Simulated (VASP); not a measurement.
Here is a VASP 6.6.1 calculation.

INCAR

```
SYSTEM = SiO2
PREC     = Accurate       ! precision mode
ENCUT    = 520            ! plane-wave cutoff, eV
EDIFF    = 1E-7           ! SCF threshold, eV
ISMEAR   = 0              ! smearing method
SIGMA    = 0.05           ! smearing width, eV
LREAL    = .FALSE.        ! projectors in reciprocal space
LASPH    = .TRUE.         ! aspherical terms in the spheres
NELM     = 60             ! most SCF steps
ALGO     = Normal         ! electronic algorithm
ISIF     = 2              ! what is computed and relaxed
LWAVE    = .FALSE.        ! write WAVECAR
LCHARG   = .FALSE.        ! write CHGCAR
GGA      = CA             ! functional
NBANDS   = 25             ! bands
```

File KPOINTS:

```
Automatic mesh
0
G
  6 6 8
  0 0 0
```

POSCAR

```
SiO2
1.0
    4.0554000000      0.0000000000      0.0000000000
    0.0000000000      4.0554000000      0.0000000000
    0.0000000000      0.0000000000      2.4058000000
Si O
2 4
Direct
    0.5000000000      0.5000000000      0.5000000000
    0.0000000000      0.0000000000      0.0000000000
    0.6944252994      0.6944252994      0.0000000000
    0.1944252994      0.8055747006      0.5000000000
    0.3055747006      0.3055747006      0.0000000000
    0.8055747006      0.1944252994      0.5000000000
```

Potentials or basis: VASP PAW LDA potentials, release 64 (Si, O).

Command:

```sh
$ cat potpaw_LDA.64/Si/POTCAR potpaw_LDA.64/O/POTCAR > POTCAR
$ mpirun -np 1 vasp_std > vasp.out
```

Estimate the band gap on the k mesh.

8.32 eV, direct.

Predict the largest force.

1.347 eV/Å.

Estimate the pressure.

77.0 GPa.

Stress tensor (GPa, compression positive):
```
 53.09   0.00   0.00
  0.00  53.09   0.00
  0.00   0.00 124.83
```

Caveat: forces of over 1 eV/Å act on the atoms, so gaps and moduli don't describe the material at rest. A k mesh can miss the band edges.
